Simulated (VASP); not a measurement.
A run of VASP 6.6.1:

INCAR

```
SYSTEM = W
ALGO = Normal
EDIFF = 1E-7
ENCUT = 520
GGA = RP
ISIF = 2
ISMEAR = -1
LASPH = .True.
LCHARG = .False.
LREAL = .False.
LWAVE = .False.
NBANDS = 28
NELM = 60
PREC = Accurate
SIGMA = 0.1
```

File KPOINTS:

```
k-points
0
Gamma
  9 9 13
  0 0 0
```

File POSCAR:

```
W
1.0
    4.8295022228      0.0000000000      0.0000000000
   -2.4147511114      4.1824716126      0.0000000000
    0.0000000000      0.0000000000      2.6893967768
W
3
Direct
    0.0000000000      0.0000000000      0.0000000000
    0.3333333333      0.6666666667      0.5000000000
    0.6666666667      0.3333333333      0.5000000000
```

Potentials or basis: VASP PAW PBE potentials, release 64 (W_sv).

Launch:

```bash
$ cat potpaw_PBE.64/W_sv/POTCAR > POTCAR
$ mpirun -np 1 vasp_std > vasp.out
```

Hardware: 1 thread of AMD EPYC 7R13, on a shared host.

Problem. Estimate the wall time of this run.

Solution. Wall time 3.9 min on 1 thread of AMD EPYC 7R13 (shared host), peak memory 0.2 GiB. Counts: scf iterations 15, k points 84.
